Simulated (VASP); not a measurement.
# WS2 (Tungstenite) (P6_3/mmc) in VASP: electric field gradients with PBE

Aim: the electric field gradients of WS2 (Tungstenite) with PBE.

Program: VASP 6.6.1. These are calculated values, not measurements. Logs are shortened: lines on timing, memory, paths and dates and some standing lists are left out, and cuts for length are marked.

## Step 1: The cell of the first run

Symmetry: P6_3/mmc, No. 194, hexagonal system. Conventional cell: a = 3.180 Å, b = 3.180 Å, c = 12.500 Å, α = 90.00°, β = 90.00°, γ = 120.00°. W (site symmetry -6m2) has 6 S at 2.41 Å and 6 W at 3.18 Å within 3.2 Å. Within 3.2 Å of S (site symmetry 3m) lie 3 W at 2.41 Å and 7 S at 3.12 to 3.18 Å.

## Step 2: Electric field gradients, PBE, collinear spin, ferromagnetic start

INCAR reads:

```
ALGO     = Normal         # electronic algorithm
EDIFF    = 1E-8           # SCF threshold, eV
ENCUT    = 520            # plane-wave cutoff, eV
GGA      = PE             # functional
ISIF     = 2              # what is computed and relaxed
ISMEAR   = -1             # smearing method
ISPIN    = 2              # spin polarisation
LASPH    = True           # aspherical terms in the spheres
LCHARG   = False          # write CHGCAR
LEFG     = True         
LMAXMIX  = 4              # l up to which the mixer works
LORBIT   = 11             # projections on sites
LREAL    = False          # projectors in reciprocal space
LWAVE    = False          # write WAVECAR
MAGMOM   = 2 2 0 0 0 0    # initial moments
NBANDS   = 39             # bands
NELM     = 150            # most SCF steps
PREC     = Accurate       # precision mode
SIGMA    = 0.02           # smearing width, eV
```

KPOINTS reads:

```
k-points
0
Gamma
  11 11 3
```

POSCAR reads:

```
WS2
1.0
    3.1800000000      0.0000000000      0.0000000000
   -1.5900000000      2.7539607840      0.0000000000
    0.0000000000      0.0000000000     12.5000000000
W S
2 4
Direct
    0.3333333333      0.6666666667      0.2500000000
    0.6666666667      0.3333333333      0.7500000000
    0.3333333333      0.6666666667      0.6250000000
    0.6666666667      0.3333333333      0.1250000000
    0.3333333333      0.6666666667      0.8750000000
    0.6666666667      0.3333333333      0.3750000000
```

Potentials or basis: VASP PAW PBE potentials, release 64 (W_sv, S).

Started as:

```bash
$ cat potpaw_PBE.64/W_sv/POTCAR potpaw_PBE.64/S/POTCAR > POTCAR
$ mpirun -np 1 vasp_std > vasp.out
```

OUTCAR:

```text
EDIFF = 1E-8
   ENCUT = 520
   GGA = PE
   ISIF = 2
   ISMEAR = -1
   ISPIN = 2
   LASPH = True
   LORBIT = 11
   LREAL = False
   NELM = 150
   PREC = Accurate

 ion  position               nearest neighbor table
   1  0.333  0.667  0.250-   4 2.41   6 2.41   4 2.41   6 2.41   4 2.41   6 2.41
   2  0.667  0.333  0.750-   3 2.41   5 2.41   3 2.41   5 2.41   3 2.41   5 2.41
   3  0.333  0.667  0.625-   2 2.41   2 2.41   2 2.41
   4  0.667  0.333  0.125-   1 2.41   1 2.41   1 2.41
   5  0.333  0.667  0.875-   2 2.41   2 2.41   2 2.41
   6  0.667  0.333  0.375-   1 2.41   1 2.41   1 2.41

  LATTYP: Found a hexagonal cell.
 ALAT       =     3.1800000000
 C/A-ratio  =     3.9308176101

  Lattice vectors:

 A1 = (   3.1800000000,   0.0000000000,   0.0000000000)
 A2 = (  -1.5900000000,   2.7539607840,   0.0000000000)
 A3 = (   0.0000000000,   0.0000000000,  12.5000000000)

Analysis of symmetry for initial positions (statically):
=====================================================================
 Subroutine PRICEL returns:
 Original cell was already a primitive cell.

 Routine SETGRP: Setting up the symmetry group for a
 hexagonal supercell.

 Subroutine GETGRP returns: Found 24 space group operations
 (whereof 12 operations were pure point group operations)
 out of a pool of 24 trial point group operations.

The static configuration has the point symmetry D_3d.
 The point group associated with its full space group is D_6h.

Analysis of symmetry for dynamics (positions and initial velocities):
=====================================================================
 Subroutine PRICEL returns:
 Original cell was already a primitive cell.

 Routine SETGRP: Setting up the symmetry group for a
 hexagonal supercell.

 Subroutine GETGRP returns: Found 24 space group operations
 (whereof 12 operations were pure point group operations)
 out of a pool of 24 trial point group operations.

The dynamic configuration has the point symmetry D_3d.
 The point group associated with its full space group is D_6h.

Analysis of structural, dynamic, and magnetic symmetry:
=====================================================================
 Subroutine PRICEL returns:
 Original cell was already a primitive cell.

 Routine SETGRP: Setting up the symmetry group for a
 hexagonal supercell.

 Subroutine GETGRP returns: Found 24 space group operations
 (whereof 12 operations were pure point group operations)
 out of a pool of 24 trial point group operations.

The overall configuration has the point symmetry D_3d.
 The point group associated with its full space group is D_6h.

 Subroutine INISYM returns: Found 24 space group operations
 (whereof 12 operations are pure point group operations),
 and found     1 'primitive' translations

----------------------------------------------------------------------------------------

                                     Primitive cell

  volume of cell :     109.4699

  direct lattice vectors                    reciprocal lattice vectors
     3.180000000  0.000000000  0.000000000     0.314465409  0.181556688  0.000000000
    -1.590000000  2.753960784  0.000000000     0.000000000  0.363113377  0.000000000
     0.000000000  0.000000000 12.500000000     0.000000000  0.000000000  0.080000000

  length of vectors
     3.180000000  3.180000000 12.500000000     0.363113377  0.363113377  0.080000000

  position of ions in fractional coordinates (direct lattice)
     0.333333333  0.666666667  0.250000000
     0.666666667  0.333333333  0.750000000
     0.333333333  0.666666667  0.625000000
     0.666666667  0.333333333  0.125000000
     0.333333333  0.666666667  0.875000000
[... 104 lines left out ...]
  Fermi-wavevector in a.u.,A,eV,Ry     =   1.277353  2.413847 22.199688  1.631631
  Thomas-Fermi vector in A             =   2.409958
   LORBIT       =     11    0 simple, 1 ext, 2 COOP (PROOUT), +10 PAW based schemes
   GGA     = PE    functional components
   LHFCALC =     F    Hartree Fock is set to
   AEXX    =    0.0000 exact exchange contribution
   IVDW    =     0    specifies the selected vdW correction
   LEPSILON=     F    determine dielectric tensor
   LRPA    =     F    only Hartree local field effects (RPA)
 spin polarized calculation
  energy-cutoff  :      520.00
  volume of cell :      109.47
 maximum number of plane-waves:      2978
 NGX is ok and might be reduce to    24
   NGX = 11   NGY = 11   NGZ = 47

 number of electron      52.0000006 magnetization       0.0000402

 Free energy of the ion-electron system (eV)
  ---------------------------------------------------
  ext. energy  EPLUGINS =         0.00000000
  ---------------------------------------------------
  free energy    TOTEN  =       -47.28103847 eV

  energy without entropy =      -47.28103847  energy(sigma->0) =      -47.28103847

 E-fermi :   7.5444     XC(G=0): -10.7731

 val. band max:        7.1203658255   @ k =   0.0000   0.0000   0.0000
 cond. band min:       8.1849409586   @ k =   0.1818   0.1818   0.0000
 fundamental gap:      1.0645751331
 Fermi energy:         7.5443769958

 spin component 1

 k-point     1 :       0.0000    0.0000    0.0000
  band No.  band energies     occupation
      1     -67.5157      1.00000
      2     -67.5157      1.00000
      3     -31.7550      1.00000
      4     -31.7549      1.00000
      5     -31.6059      1.00000
      6     -31.6059      1.00000
[... 973 lines left out ...]
     37      15.4818      0.00000
     38      15.6401      0.00000

 [... further k-points ...]

 spin component 2

 k-point     1 :       0.0000    0.0000    0.0000
  band No.  band energies     occupation
      1     -67.5157      1.00000
      2     -67.5157      1.00000
      3     -31.7550      1.00000
      4     -31.7549      1.00000
      5     -31.6059      1.00000
      6     -31.6059      1.00000
[... 973 lines left out ...]
     37      15.4818      0.00000
     38      15.6401      0.00000

 [... further k-points ...]

 [bands above 38 left out]

------------------------ aborting loop because EDIFF is reached ----------------------------------------

  FORCE on cell =-STRESS in cart. coord.  units (eV):
  Direction    XX          YY          ZZ          XY          YZ          ZX
  --------------------------------------------------------------------------------------
  -------------------------------------------------------------------------------------
  Total        1.1090632      1.1090632      2.3663768      0.0000000      0.0000000      0.0000000
  in kB       16.2319980     16.2319980     34.6337556      0.0000000      0.0000000      0.0000000
  external PRESSURE =      22.3659172 kB  Pullay stress =       0.0000000 kB

 VOLUME and BASIS-vectors are now :
 -----------------------------------------------------------------------------
  energy-cutoff  :      520.00
  volume of cell :      109.47
      direct lattice vectors                 reciprocal lattice vectors
     3.180000000  0.000000000  0.000000000     0.314465409  0.181556688  0.000000000
    -1.590000000  2.753960784  0.000000000     0.000000000  0.363113377  0.000000000
     0.000000000  0.000000000 12.500000000     0.000000000  0.000000000  0.080000000

 POSITION                                       TOTAL-FORCE (eV/Angst)
 -----------------------------------------------------------------------------------
     -0.00000      1.83597      3.12500        -0.000000     -0.000000     -0.000000
      1.59000      0.91799      9.37500         0.000000      0.000000     -0.000000
     -0.00000      1.83597      7.81250        -0.000000      0.000000     -0.132262
      1.59000      0.91799      1.56250         0.000000      0.000000     -0.132262
     -0.00000      1.83597     10.93750        -0.000000     -0.000000      0.132262
      1.59000      0.91799      4.68750         0.000000      0.000000      0.132262
 -----------------------------------------------------------------------------------
    total drift:                               -0.000000      0.000000     -0.000000

  FREE ENERGIE OF THE ION-ELECTRON SYSTEM (eV)
  ---------------------------------------------------
  free  energy   TOTEN  =       -47.2810384699 eV

  energy  without entropy=      -47.2810384699  energy(sigma->0) =      -47.28103847

 Electric field gradients (V/A^2)
---------------------------------------------------------------------
 ion       V_xx      V_yy      V_zz      V_xy      V_xz      V_yz
---------------------------------------------------------------------
   1      78.650    78.650  -157.301     0.000     0.000    -0.000
   2      78.650    78.650  -157.301     0.000    -0.000     0.000
   3      23.263    23.264   -46.527     0.001    -0.000     0.000
   4      23.263    23.264   -46.527     0.001     0.000    -0.000
   5      23.263    23.264   -46.527     0.001     0.000    -0.000
   6      23.263    23.264   -46.527     0.001    -0.000     0.000
---------------------------------------------------------------------

 Electric field gradients after diagonalization (V/A^2)
 (convention: |V_zz| > |V_xx| > |V_yy|)
----------------------------------------------------------------------
 ion       V_xx      V_yy      V_zz     asymmetry (V_yy - V_xx)/ V_zz
----------------------------------------------------------------------
   1      78.650    78.650  -157.301       0.000
   2      78.650    78.650  -157.301       0.000
   3      23.264    23.263   -46.527       0.000
   4      23.264    23.263   -46.527       0.000
   5      23.264    23.263   -46.527       0.000
   6      23.264    23.263   -46.527       0.000
----------------------------------------------------------------------

           NMR quadrupolar parameters

 Cq : quadrupolar parameter    Cq=e*Q*V_zz/h
 eta: asymmetry parameters     (V_yy - V_xx)/ V_zz
 Q  : nuclear electric quadrupole moment in mb (millibarn)
----------------------------------------------------------------------
 ion       Cq(MHz)       eta       Q (mb)
----------------------------------------------------------------------
   1      -0.380       0.000       1.000
   2      -0.380       0.000       1.000
   3      -0.113       0.000       1.000
   4      -0.113       0.000       1.000
   5      -0.113       0.000       1.000
   6      -0.113       0.000       1.000
----------------------------------------------------------------------

 total charge

# of ion       s       p       d       tot
------------------------------------------
    1        2.320   6.326   3.374  12.020
    2        2.320   6.326   3.374  12.020
    3        1.359   2.365   0.000   3.724
    4        1.359   2.365   0.000   3.724
    5        1.359   2.365   0.000   3.724
    6        1.359   2.365   0.000   3.724
--------------------------------------------------
tot         10.076  22.111   6.748  38.935

 magnetization (x)

# of ion       s       p       d       tot
------------------------------------------
    1       -0.000  -0.000  -0.000  -0.000
    2       -0.000  -0.000  -0.000  -0.000
    3       -0.000   0.000   0.000   0.000
    4       -0.000   0.000   0.000   0.000
    5       -0.000   0.000   0.000   0.000
    6       -0.000   0.000   0.000   0.000
--------------------------------------------------
tot         -0.000   0.000  -0.000  -0.000
```

Wall time 2.9 min (1 thread of Intel Xeon Platinum 8488C (Sapphire Rapids), shared host); peak memory 0.39 GiB.

What came out:

| Property | Result |
| --- | --- |
| Free energy | -47.2810 eV |
| Pressure | 2.2 GPa |
| Largest force | 0.132 eV/Å |
| Band gap on the k mesh | 1.06 eV, indirect (least direct gap 2.00 eV) |
| Net moment | 0.00 μB per cell |
| Valence electrons inside the program's atomic spheres | W 12.02; S 3.72 |

Forces in eV/Å, atoms in the order of the input:
```
W    0.000  0.000  0.000
W    0.000  0.000  0.000
S    0.000  0.000 -0.132
S    0.000  0.000 -0.132
S    0.000  0.000  0.132
S    0.000  0.000  0.132
```

Stress tensor (GPa, compression positive):
```
1.62 0.00 0.00
0.00 1.62 0.00
0.00 0.00 3.46
```

Levels at points of the mesh, in eV from the valence-band top:
Spin up:
| k point | band 24 | band 25 | band 26 | band 27 | band 28 | band 29 |
| --- | --- | --- | --- | --- | --- | --- |
| (0.00, 0.00, 0.00) | -1.57 | -1.08 | 0.00 | 2.26 | 2.26 | 2.27 |
Spin down:
| k point | band 23 | band 24 | band 25 | band 26 | band 27 | band 28 | band 29 | band 30 |
| --- | --- | --- | --- | --- | --- | --- | --- | --- |
| (0.00, 0.00, 0.00) | -2.25 | -1.57 | -1.08 | 0.00 | 2.26 | 2.26 | 2.27 | 2.27 |

Electric field gradients, principal values (V/Å²):
```tsv
atom	least	middle	greatest (by size)
1 W	78.650	78.650	-157.301
2 W	78.650	78.650	-157.301
3 S	23.263	23.264	-46.527
4 S	23.263	23.264	-46.527
5 S	23.263	23.264	-46.527
6 S	23.263	23.264	-46.527
```

Caveat: without QUAD_EFG the Cq values of the log hold for a quadrupole moment of 1 mb, not for the nuclei; spin-orbit coupling is left out, which moves the levels of the heavy elements; this functional lacks dispersion, which binds the layers, so the pressure and a relaxed spacing across them are unreliable.
